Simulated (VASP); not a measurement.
Set up this calculation in VASP 6.6.1, as the native input.

```
Task                   : relaxation of the atoms
Functional             : PBE
Potentials or basis    : VASP PAW PBE potentials, release 64 (In_d, Ga_d, P)
Cutoff                 : 520 eV
k mesh                 : 6 × 6 × 6
Occupations            : gaussian, width 0.02 eV
Spin                   : no spin polarisation
Dipole correction      : no
Further INCAR settings : ALGO = Normal; EDIFF = 1e-07; IBRION = 2; EDIFFG = -0.01; NSW = 50
```

The structure of InGa3P4 lies in POSCAR:

```
InGa3P4
1.0
    5.4469430577      0.0000000000      0.0000000000
    0.0000000000      5.4469430577      0.0000000000
    0.0000000000      0.0000000000      5.4469430577
In Ga P
1 3 4
Direct
    0.5000000000      0.5000000000      0.5000000000
    0.0000000000      0.0000000000      0.5000000000
    0.0000000000      0.5000000000      0.0000000000
    0.5000000000      0.0000000000      0.0000000000
    0.7604870636      0.7604870636      0.7604870636
    0.7604870636      0.2395129364      0.2395129364
    0.2395129364      0.7604870636      0.2395129364
    0.2395129364      0.2395129364      0.7604870636
```

One way to write it, as run:

INCAR

```
SYSTEM = InGa3P4
ALGO = Normal
EDIFF = 1E-7
EDIFFG = -0.01
ENCUT = 520
GGA = PE
IBRION = 2
ISIF = 2
ISMEAR = 0
KPAR = 4
LASPH = .True.
LCHARG = .False.
LREAL = .False.
LWAVE = .False.
NELM = 60
NSW = 50
PREC = Accurate
SIGMA = 0.02
```

KPOINTS

```
k-points
0
Gamma
  6 6 6
  0 0 0
```

Potentials or basis: VASP PAW PBE potentials, release 64 (In_d, Ga_d, P).

Command:

```sh
$ cat potpaw_PBE.64/In_d/POTCAR potpaw_PBE.64/Ga_d/POTCAR potpaw_PBE.64/P/POTCAR > POTCAR
$ mpirun -np 4 vasp_std > vasp.out
```

Results of the run:

The energy gained by relaxing is 0.0 meV/atom. The ionic steps are 2 and the pressure after relaxing is 8.3 GPa. The largest force after relaxing is 0.005 eV/Å. The band gap on the k mesh is 1.42 eV.

Caveat: spin-orbit coupling is left out, which moves the levels of the heavy elements.

Wall time 2.6 min on 4 MPI ranks on AMD EPYC 9755 128-Core Processor, on a shared host, peak memory 0.31 GiB a rank.
